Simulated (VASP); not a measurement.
# AlN (Cc) in VASP: notebook

AlN is run at these levels: PBE; tasks: single point.

All numbers are computed with VASP 6.6.1; they aren't measurements. Logs are shortened: lines on timing, memory, paths and dates and some standing lists are left out, and cuts for length are marked.

## (1) The cell of the first run

Symmetry: Cc, No. 9, monoclinic system. Conventional cell: a = 3.165 Å, b = 5.421 Å, c = 4.875 Å, α = 90.00°, β = 107.41°, γ = 90.00°. Al (site symmetry 1) has 4 N at 1.84 to 1.99 Å within 2.4 Å. N (site symmetry 1) has 4 Al at 1.84 to 1.99 Å within 2.4 Å.

## (2) Single point, PBE (engineering shear strain xz -0.3000, normal strain along z -0.0400)

INCAR

```
PREC = Accurate
ENCUT = 520
EDIFF = 1E-6
ISMEAR = 0
SIGMA = 0.05
LREAL = False
LASPH = True
NELM = 80
ALGO = Normal
ISIF = 2
LWAVE = False
LCHARG = False
GGA = PE
NBANDS = 16
```

KPOINTS

```
regular mesh
0
Gamma
  9 9 6
```

POSCAR

```
AlN
1.0
    3.1298889828      0.0000000000     -0.4694833474
   -1.5649444914      2.7105633702      0.2347416737
   -0.7525434444      0.0000000000      4.8162780443
Al N
2 2
Direct
    0.3513073048      0.6670062055      0.0038191090
    0.6843010993      0.3329937945      0.5038191090
    0.3259390763      0.6874865566      0.3811808910
    0.6384525197      0.3125134434      0.8811808910
```

Potentials or basis: VASP PAW PBE potentials, release 64 (Al, N).

The run is started by

```bash
cat potpaw_PBE.64/Al/POTCAR potpaw_PBE.64/N/POTCAR > POTCAR
mpirun -np 1 vasp_std > vasp.out
```

OUTCAR:

```text
PREC = Accurate
   ENCUT = 520
   EDIFF = 1E-6
   ISMEAR = 0
   LREAL = False
   LASPH = True
   NELM = 80
   ISIF = 2
   GGA = PE

 ion  position               nearest neighbor table
   1  0.351  0.667  0.004-   4 1.84   3 1.88   4 1.88   4 1.99   2 2.64   2 2.64   2 3.03   2 3.03

   2  0.684  0.333  0.504-   3 1.84   4 1.88   3 1.88   3 1.99   1 2.64   1 2.64   1 3.03   1 3.03

   3  0.326  0.687  0.381-   2 1.84   1 1.88   2 1.88   2 1.99
   4  0.638  0.313  0.881-   1 1.84   2 1.88   1 1.88   1 1.99

  LATTYP: Found a base centered monoclinic cell.
 ALAT       =     3.1649043679
 B/A-ratio  =     1.7128880087
 C/A-ratio  =     1.5402411600
 COS(beta)  =    -0.2992310615

  Lattice vectors:

 A1 = (   1.5649444914,  -2.7105633702,  -0.2347416737)
 A2 = (   1.5649444914,   2.7105633702,  -0.2347416737)
 A3 = (  -0.7525434444,   0.0000000000,   4.8162780443)

Analysis of symmetry for initial positions (statically):
=====================================================================
 Subroutine PRICEL returns:
 Original cell was already a primitive cell.

 Routine SETGRP: Setting up the symmetry group for a
 base centered monoclinic supercell.

 Subroutine GETGRP returns: Found  2 space group operations
 (whereof  1 operations were pure point group operations)
 out of a pool of  4 trial point group operations.

The static configuration has the point symmetry C_1 .
 The point group associated with its full space group is C_1h.

Analysis of symmetry for dynamics (positions and initial velocities):
=====================================================================
 Subroutine PRICEL returns:
 Original cell was already a primitive cell.

 Routine SETGRP: Setting up the symmetry group for a
 base centered monoclinic supercell.

 Subroutine GETGRP returns: Found  2 space group operations
 (whereof  1 operations were pure point group operations)
 out of a pool of  4 trial point group operations.

The dynamic configuration has the point symmetry C_1 .
 The point group associated with its full space group is C_1h.

 Subroutine INISYM returns: Found  2 space group operations
 (whereof  1 operations are pure point group operations),
 and found     1 'primitive' translations

----------------------------------------------------------------------------------------

                                     Primitive cell

  volume of cell :      39.9025

  direct lattice vectors                    reciprocal lattice vectors
     3.129888983  0.000000000 -0.469483347     0.327168154  0.184463498  0.051120024
    -1.564944491  2.710563370  0.234741674     0.000000000  0.368926995  0.000000000
    -0.752543444  0.000000000  4.816278044     0.031891846  0.000000000  0.212612310

  length of vectors
     3.164904368  3.138679451  4.874715975     0.379050181  0.368926995  0.214990893

  position of ions in fractional coordinates (direct lattice)
     0.351307305  0.667006206  0.003819109
     0.684301099  0.332993794  0.503819109
     0.325939076  0.687486557  0.381180891
     0.638452520  0.312513443  0.881180891

  ion indices of the primitive-cell ions
   primitive index   ion index
                 1           1
                 2           2
                 3           3
                 4           4

----------------------------------------------------------------------------------------

 KPOINTS: regular mesh

Automatic generation of k-mesh.
 Grid dimensions read from file:
 generate k-points for:    9    9    6

 Generating k-lattice:

  Cartesian coordinates                     Fractional coordinates (reciprocal lattice)
     0.036352017  0.020495944  0.005680003     0.111111111  0.000000000  0.000000000
     0.000000000  0.040991888  0.000000000     0.000000000  0.111111111  0.000000000
     0.005315308  0.000000000  0.035435385    -0.000000000  0.000000000  0.166666667

  Length of vectors
     0.042116687  0.040991888  0.035831816

  Shift w.r.t. Gamma in fractional coordinates (k-lattice)
     0.000000000  0.000000000  0.000000000

 Subroutine IBZKPT returns following result:
 ===========================================

 Found    140 irreducible k-points:

 Following reciprocal coordinates:
            Coordinates               Weight
  0.000000  0.000000  0.000000      1.000000
  0.111111  0.000000  0.000000      4.000000
  0.222222  0.000000  0.000000      4.000000
  0.333333  0.000000  0.000000      4.000000
  0.444444  0.000000  0.000000      4.000000
  0.000000  0.111111  0.000000      2.000000
[... 16 lines left out ...]
  0.333333  0.333333  0.000000      2.000000
  0.000000  0.444444  0.000000      2.000000
 [... further k-points ...]
   k-points           NKPTS =    140   k-points in BZ     NKDIM =    140   number of bands    NBANDS=     16
   number of dos      NEDOS =    301   number of ions     NIONS =      4
   total plane-waves  NPLWV =  20736
   dimension x,y,z NGX =    24 NGY =   24 NGZ =   36
   dimension x,y,z NGXF=    48 NGYF=   48 NGZF=   72
   ions per type =               2   2
   NGX,Y,Z   is equivalent  to a cutoff of  12.61, 12.71, 12.28 a.u.
   NGXF,Y,Z  is equivalent  to a cutoff of  25.21, 25.42, 24.55 a.u.
 SYSTEM =  unknown system
   PREC   = accura    normal or accurate (medium, high low for compatibility)
   ISTART =      0    job   : 0-new  1-cont  2-samecut
   ICHARG =      2    charge: 1-file 2-atom 10-const
   ISPIN  =      1    spin polarized calculation?
   LNONCOLLINEAR =      F non collinear calculations
   LSORBIT =      F    spin-orbit coupling
   LASPH  =      T    aspherical Exc in radial PAW
   ENCUT  =  520.0 eV  38.22 Ry    6.18 a.u.   5.88  5.84  9.06*2*pi/ulx,y,z
   NELM   =     80;   NELMIN=  2; NELMDL= -5     # of ELM steps
   EDIFF  = 0.1E-05   stopping-criterion for ELM
   LREAL  =      F    real-space projection
   EDIFFG = 0.1E-04   stopping-criterion for IOM
   NSW    =      0    number of steps for IOM
   IBRION =     -1    ionic relax: 0-MD 1-quasi-New 2-CG
   NFREE  =      0    steps in history (QN), initial steepest desc. (CG)
   ISIF   =      2    stress and relaxation
   ISYM   =      2    0-nonsym 1-usesym 2-fastsym
   POTIM  = 0.5000    time-step for ionic-motion
   TEBEG  =    0.0;   TEEND  =   0.0 temperature during run
   PSTRESS=    0.0 pullay stress
   NELECT =      16.0000    total number of electrons
   NUPDOWN=      -1.0000    fix difference up-down
   EMIN   =  10.00;   EMAX   =-10.00  energy-range for DOS
   EFERMI =   0.00;   METHOD = LEGACY
   ISMEAR =     0;   SIGMA  =   0.05  broadening in eV -4-tet -1-fermi 0-gaus
   EFERMI_NEDOS =   21; number of points for ismear=-14 and -15
   IALGO  =     38    algorithm
   IMIX   =      4    mixing-type and parameters
     AMIX     =   0.40;   BMIX     =  1.00
     AMIX_MAG =   1.60;   BMIX_MAG =  1.00
  volume/ion in A,a.u.               =       9.98        67.32
  Fermi-wavevector in a.u.,A,eV,Ry     =   1.207206  2.281289 19.828407  1.457347
  Thomas-Fermi vector in A             =   2.342851
   LORBIT       =      0    0 simple, 1 ext, 2 COOP (PROOUT), +10 PAW based schemes
   GGA     = PE    functional components
   LHFCALC =     F    Hartree Fock is set to
   AEXX    =    0.0000 exact exchange contribution
   IVDW    =     0    specifies the selected vdW correction
   LEPSILON=     F    determine dielectric tensor
   LRPA    =     F    only Hartree local field effects (RPA)
 non-spin polarized calculation
 Gauss-broadening in eV      SIGMA  =   0.05
  energy-cutoff  :      520.00
  volume of cell :       39.90
 maximum number of plane-waves:      1088
   NGX = 11   NGY = 11   NGZ = 19

 number of electron      16.0000001 magnetization

 Free energy of the ion-electron system (eV)
  ---------------------------------------------------
  ext. energy  EPLUGINS =         0.00000000
  ---------------------------------------------------
  free energy    TOTEN  =       -28.22345388 eV

  energy without entropy =      -28.22345388  energy(sigma->0) =      -28.22345388

 E-fermi :   8.1022     XC(G=0): -11.1827

 val. band max:        7.8974636804   @ k =   0.0000   0.0000   0.0000
 cond. band min:      10.1997979630   @ k =   0.0000   0.0000   0.0000
 fundamental gap:      2.3023342826
 Fermi energy:         8.1021563625

 k-point     1 :       0.0000    0.0000    0.0000
  band No.  band energies     occupation
      1      -8.7624      2.00000
      2      -6.0023      2.00000
      3       0.8070      2.00000
      4       5.4230      2.00000
      5       5.8590      2.00000
      6       5.9092      2.00000
[... 8 lines left out ...]
     15      19.3534      0.00000
     16      21.4266      0.00000

 k-point     2 :       0.1111    0.0000    0.0000
  band No.  band energies     occupation
      1      -8.5945      2.00000
      2      -5.9543      2.00000
      3       1.0171      2.00000
      4       4.9293      2.00000
      5       5.2926      2.00000
      6       5.5112      2.00000
[... 8 lines left out ...]
     15      19.4873      0.00000
     16      21.4623      0.00000

 k-point     3 :       0.2222    0.0000    0.0000
  band No.  band energies     occupation
      1      -8.1174      2.00000
      2      -5.8364      2.00000
      3       1.5505      2.00000
      4       3.4529      2.00000
      5       4.1734      2.00000
      6       5.0444      2.00000
[... 8 lines left out ...]
     15      19.9749      0.00000
     16      21.3658      0.00000

 k-point     4 :       0.3333    0.0000    0.0000
  band No.  band energies     occupation
      1      -7.4265      2.00000
      2      -5.7437      2.00000
      3       1.7745      2.00000
      4       2.0371      2.00000
      5       3.6891      2.00000
      6       4.6535      2.00000
[... 8 lines left out ...]
     15      20.1964      0.00000
     16      21.1505      0.00000
[... 324 lines left out ...]
 k-point    22 :       0.2222    0.3333    0.0000
  band No.  band energies     occupation
      1      -6.5136      2.00000
      2      -5.8009      2.00000
      3       1.6685      2.00000
      4       2.4507      2.00000
      5       3.0846      2.00000
      6       3.6491      2.00000
[... 8 lines left out ...]
     15      21.1751      0.00000
     16      22.2716      0.00000

 k-point    23 :       0.3333    0.3333    0.0000
  band No.  band energies     occupation
      1      -6.1016      2.00000
      2      -6.0307      2.00000
      3       1.6614      2.00000
      4       2.0670      2.00000
      5       2.7277      2.00000
      6       3.2887      2.00000
[... 8 lines left out ...]
     15      20.9155      0.00000
     16      21.6478      0.00000

 k-point    24 :       0.0000    0.4444    0.0000
  band No.  band energies     occupation
      1      -6.8140      2.00000
      2      -5.7878      2.00000
      3       1.4999      2.00000
      4       2.5478      2.00000
      5       3.2711      2.00000
      6       4.4075      2.00000
[... 8 lines left out ...]
     15      22.1112      0.00000
     16      23.5310      0.00000

 [... further k-points ...]
[... 5 lines left out ...]
  --------------------------------------------------------------------------------------
  -------------------------------------------------------------------------------------
  Total       -2.4676402      2.6738408      8.0048333      0.0000000      0.0000000      8.5031208
  in kB      -99.0814446    107.3608727    321.4125153      0.0000000      0.0000000    341.4199070
  external PRESSURE =     109.8973145 kB  Pullay stress =       0.0000000 kB

 VOLUME and BASIS-vectors are now :
 -----------------------------------------------------------------------------
  energy-cutoff  :      520.00
  volume of cell :       39.90
      direct lattice vectors                 reciprocal lattice vectors
     3.129888983  0.000000000 -0.469483347     0.327168154  0.184463498  0.051120024
    -1.564944491  2.710563370  0.234741674     0.000000000  0.368926995  0.000000000
    -0.752543444  0.000000000  4.816278044     0.031891846  0.000000000  0.212612310

 POSITION                                       TOTAL-FORCE (eV/Angst)
 -----------------------------------------------------------------------------------
      0.05285      1.80796      0.01004         0.004858     -0.008825     -0.005140
      1.24152      0.90260      2.18343         0.004858      0.008825     -0.005140
     -0.34258      1.86348      1.84423        -0.004858      0.001199      0.005140
      0.84609      0.84709      4.01763        -0.004858     -0.001199      0.005140
 -----------------------------------------------------------------------------------
    total drift:                                0.000067     -0.000000      0.000157

  FREE ENERGIE OF THE ION-ELECTRON SYSTEM (eV)
  ---------------------------------------------------
  free  energy   TOTEN  =       -28.2234538831 eV

  energy  without entropy=      -28.2234538831  energy(sigma->0) =      -28.22345388
```

Run time: 27 s. Hardware: 1 thread of Intel Xeon Platinum 8481C at 2.70GHz (Sapphire Rapids), shared host; peak memory 0.19 GiB.

Results:

* Free energy: -28.2235 eV
* Pressure: 11.0 GPa
* Largest force: 0.011 eV/Å
* Band gap on the k mesh: 2.30 eV, direct

Forces on the atoms (eV/Å):
```
Al   0.005 -0.009 -0.005
Al   0.005  0.009 -0.005
N   -0.005  0.001  0.005
N   -0.005 -0.001  0.005
```

Caveat: the cell differs from its parent crystal (engineering shear strain xz -0.3000, normal strain along z -0.0400).

## (3) Single point, PBE (engineering shear strain xz -0.3000, normal strain along z -0.0200)

INCAR

```
ALGO = Normal
EDIFF = 1E-6
ENCUT = 520
GGA = PE
ISIF = 2
ISMEAR = 0
LASPH = T
LCHARG = F
LREAL = F
LWAVE = F
NBANDS = 16
NELM = 80
PREC = Accurate
SIGMA = 0.05
```

KPOINTS

```
k-points
0
Gamma
  9 9 6
```

POSCAR

```
AlN
1.0
    3.1298889828      0.0000000000     -0.4694833474
   -1.5649444914      2.7105633702      0.2347416737
   -0.7525434444      0.0000000000      4.9166171702
Al N
2 2
Direct
    0.3509065462      0.6660039146      0.0061305632
    0.6849026316      0.3339960854      0.5061305632
    0.3262151461      0.6882394701      0.3788694368
    0.6379756760      0.3117605299      0.8788694368
```

Potentials or basis: VASP PAW PBE potentials, release 64 (Al, N).

The run is started by

```bash
cat potpaw_PBE.64/Al/POTCAR potpaw_PBE.64/N/POTCAR > POTCAR
mpirun -np 1 vasp_std > vasp.out
```

Wall time 33 s (1 thread of Intel Xeon Platinum 8481C at 2.70GHz (Sapphire Rapids), shared host); peak memory 0.2 GiB.

It converged, with:

* Free energy: -28.3975 eV
* Pressure: 6.2 GPa
* Largest force: 0.006 eV/Å
* Band gap on the k mesh: 2.37 eV, direct

Forces on the atoms (eV/Å):
```
Al   0.002 -0.004 -0.004
Al   0.002  0.004 -0.004
N   -0.002  0.003  0.004
N   -0.002 -0.003  0.004
```

Stress tensor (GPa, compression positive):
```
-11.76   0.00  31.59
  0.00   6.99   0.00
 31.59   0.00  23.36
```

Levels at points of the mesh, in eV from the valence-band top:
| k point | band 6 | band 7 | band 8 | band 9 | band 10 | band 11 |
| --- | --- | --- | --- | --- | --- | --- |
| (0.00, 0.00, 0.00) | -1.72 | -1.20 | 0.00 | 2.37 | 5.10 | 8.07 |
| (0.00, 0.00, 0.50) | -2.06 | -1.13 | -1.13 | 4.32 | 4.32 | 9.29 |

Caveat: the cell differs from its parent crystal (engineering shear strain xz -0.3000, normal strain along z -0.0200). A k mesh can miss the band edges.
